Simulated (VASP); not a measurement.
Crystal: NbP.

```
Nb P
1.0
     0.00000    3.32687    0.00000
     3.32687    0.00000    0.00000
     1.66343    1.66343   -5.69319
Nb P
2 2
Direct
  0.00000 0.00000 0.00000
  0.75000 0.25000 0.50000
  0.50000 0.50000 0.00000
  0.25000 0.75000 0.50000
```

* Program: VASP 6.6.1
* Task: relaxation of cell and atoms
* Functional: PBE
* Potentials or basis: VASP PAW PBE potentials, release 64 (Nb_sv, P)
* Cutoff: 600 eV
* k mesh: 6 × 6 × 6
* Occupations: fermi-dirac, width 0.1 eV
* Spin: no spin polarisation

At the start: pressure 18.5 GPa; volume 15.75 Å³/atom.

Problem. How do energy, volume and symmetry change on relaxing?

Solution. Over 10 steps the energy falls by 201.0 meV/atom and the volume is 16.04 Å³/atom (+1.8 %); space group I4_1/amd (No. 141, to 0.05 Å).

The path:
| step | energy change (eV) | largest force (eV/Å) | pressure (GPa) | volume (Å³) |
| --- | --- | --- | --- | --- |
| 1 | 0.0000 | 0.0000 | 18.47 | 63.01 |
| 2 | 0.8763 | 0.0000 | -24.25 | 80.07 |
| 3 | -0.6375 | 0.0000 | -6.00 | 69.03 |
| 4 | -0.6416 | 0.0000 | -4.76 | 68.62 |
| 5 | -0.6417 | 0.0000 | -4.41 | 68.50 |
| 6 | -0.7879 | 0.0000 | -1.26 | 65.30 |
| 7 | -0.8032 | 0.0000 | 0.40 | 64.15 |
| 8 | -0.8034 | 0.0000 | 0.60 | 64.00 |
| 9 | -0.8029 | 0.0000 | -0.81 | 64.40 |
| 10 | -0.8040 | 0.0000 | -0.01 | 64.17 |

Final structure:
```cif
data_structure
_symmetry_space_group_name_H-M 'P 1'
_symmetry_Int_Tables_number 1
_cell_length_a 3.5052
_cell_length_b 3.5052
_cell_length_c 5.7812
_cell_angle_alpha 72.353
_cell_angle_beta 72.353
_cell_angle_gamma 90.000
_cell_volume 64.17
loop_
_atom_site_label
_atom_site_type_symbol
_atom_site_fract_x
_atom_site_fract_y
_atom_site_fract_z
_atom_site_occupancy
Nb1 Nb 0.00000 0.00000 0.00000 1
Nb2 Nb 0.75000 0.25000 0.50000 1
P1 P 0.50000 0.50000 0.00000 1
P2 P 0.25000 0.75000 0.50000 1
```
